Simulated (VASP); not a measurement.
Crystal: Ni.

```
Ni
1.0
     0.00000    1.77565    1.77565
     1.77565    0.00000    1.77565
     1.77565    1.77565    0.00000
Ni
1
Cartesian
  0.0000 0.0000 0.0000
```

Base run:

```yaml
Program: VASP 6.6.1
Functional: r2SCAN
Potentials_or_basis: VASP PAW PBE potentials, release 64 (Ni)
Cutoff: 520 eV
k_mesh: 13 × 13 × 13
Occupations: fermi-dirac, width 0.1 eV
Spin: no spin polarisation
```

Its results: band gap on the k mesh zero (band 5 reaches 8.72 eV, above the bottom of band 6 at 7.73 eV); pressure -13.2 GPa.

Problem. The run is repeated on the same cell with these changes: cutoff from 520 eV to 660 eV; k mesh from 13 × 13 × 13 to 7 × 7 × 7. What comes out?

Solution. Band gap on the k mesh zero (band 5 reaches 8.67 eV, above the bottom of band 6 at 7.74 eV); pressure -13.7 GPa.

Caveats: some runs use coarse meshes; the PAW data sets were made with another functional, which shifts forces and pressure a little; the run has no spin polarisation, though such a crystal can be magnetic.
